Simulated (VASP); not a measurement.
A run of VASP 6.6.1:

The input INCAR:

```
PREC     = Accurate       # precision mode
ENCUT    = 520            # plane-wave cutoff, eV
EDIFF    = 1E-7           # SCF threshold, eV
ISMEAR   = -1             # smearing method
SIGMA    = 0.05           # smearing width, eV
LREAL    = F              # projectors in reciprocal space
LASPH    = T              # aspherical terms in the spheres
NELM     = 80             # most SCF steps
ALGO     = Normal         # electronic algorithm
ISIF     = 2              # what is computed and relaxed
LWAVE    = F              # write WAVECAR
LCHARG   = T              # write CHGCAR
GGA      = PS             # functional
LELF     = T              # ELF
LVHAR    = T            
NBANDS   = 12             # bands
```

KPOINTS

```
regular mesh
0
Gamma
  12 12 7
```

POSCAR

```
Sb
1.0
    3.4350757818      0.0000000000      0.0000000000
   -1.7175378909      2.9748628909      0.0000000000
    0.0000000000      0.0000000000      5.4345363435
Sb
2
Direct
    0.3333333333      0.6666666667      0.2500000000
    0.6666666667      0.3333333333      0.7500000000
```

Potentials or basis: VASP PAW PBE potentials, release 64 (Sb).

Command:

```console
$ cat potpaw_PBE.64/Sb/POTCAR > POTCAR
$ mpirun -np 1 vasp_std > vasp.out
```

Hardware: 1 thread of Intel Xeon 8259CL, with other jobs on the host.

Q: How long does it take, and how much memory?

A: It took 65 s on 1 thread of Intel Xeon 8259CL (shared host), peak memory 0.2 GiB. Counts: scf iterations 12, k points 76.
